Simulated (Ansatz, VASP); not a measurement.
# Pt: VASP beside Ansatz

```
Pt
1.0
     2.75854    0.00000    0.00000
    -1.37927    2.38897    0.00000
     0.00000    0.00000    4.78138
Pt
2
Direct
  0.66667 0.33333 0.75000
  0.33333 0.66667 0.25000
```

Alike in both runs: task relaxation of cell and atoms; functional PBE; k mesh 18 × 18 × 10; occupations fermi-dirac, width 0.15 eV; no spin polarisation.

|  | VASP | Ansatz |
| --- | --- | --- |
| version | VASP 6.6.1 | Ansatz 0.2.0 |
| potentials or method | VASP PAW PBE potentials, release 64 (Pt), cutoff 600 eV | scalar-relativistic, plane waves, PAW |
| valence electrons in the cell | 20 | 36 |

```csv
,VASP,Ansatz,Ansatz less VASP
"gap on the k mesh at the Fermi level, each at its own relaxed structure (eV)",none,none,-
relaxed volume (Å³/atom),15.77,15.79,+0.025
relaxed cell length with the largest relative difference (Å),4.734,4.739,+0.0044
```

A gap of «none» marks a metal or a gap that the smearing closes. VASP's potentials hold 20 valence electrons a cell and Ansatz's 36, so a difference there can come from the potentials and not from the codes.

Spin-orbit coupling is off throughout.
